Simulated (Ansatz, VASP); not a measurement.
## Bi: VASP beside Ansatz

```
Bi
1.0
     3.40573    0.00000    0.00000
    -1.13524    3.21096    0.00000
    -1.13524   -1.60548    2.78077
Bi
1
Direct
  0.00000 0.00000 0.00000
```

Alike in both runs: functional BLYP; dispersion D3(BJ); k mesh 8 × 8 × 8; no spin polarisation.

Ansatz relaxed the structure, and its values are those at the end. VASP's run is a single point on that final structure, the one shown.

|  | VASP | Ansatz |
| --- | --- | --- |
| version | VASP 6.6.1 | Ansatz 0.2.0 |
| potentials or method | VASP PAW PBE potentials, release 64 (Bi_d) | plane waves, PAW |
| plane-wave cutoff (eV) | 520 | 420 |
| occupations | methfessel-paxton of order 1, width 0.1 eV | cold, width 0.1 eV |
| valence electrons in the cell | 15 | 15 |

Ansatz gave:

```
pressure (GPa) : 0.0
```

Estimate VASP's values.

pressure (GPa): 0.1.

VASP's potentials were made for PBE, not for BLYP.

Spin-orbit coupling is off throughout.
